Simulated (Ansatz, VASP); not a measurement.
## One calculation of Ti, two programs

```
Ti
1.0
     0.06226    1.91995    2.04175
     1.91995    0.06226    2.04175
     1.99517    1.99517   -0.01295
Ti
1
Cartesian
  0.0000 0.0000 0.0000
```

Alike in both runs: task single point; functional PBE; k mesh 16 × 16 × 16; occupations gaussian, width 0.1 eV; no spin polarisation.

```csv
,VASP,Ansatz
version,VASP 6.6.1,Ansatz 0.2.0
potentials or method,"VASP PAW PBE potentials, release 64 (Ti_sv), cutoff 520 eV","scalar-relativistic, plane waves, PAW"
valence electrons in the cell,12,12
```

Ansatz gave:

| Item | Value |
| --- | --- |
| gap on the k mesh at the Fermi level (eV) | none |
| pressure (GPa) | 18.2 |
| traceless stress, the component that is largest in VASP (GPa) | -4.73 |

Problem. What did VASP give for the same quantities?

Solution. gap on the k mesh at the Fermi level (eV): none; pressure (GPa): 17.6; traceless stress, the component that is largest in VASP (GPa): -4.75.

A gap of «none» marks a metal or a gap that the smearing closes. The functional is the same, so the differences come from potentials, cutoffs and numerics.
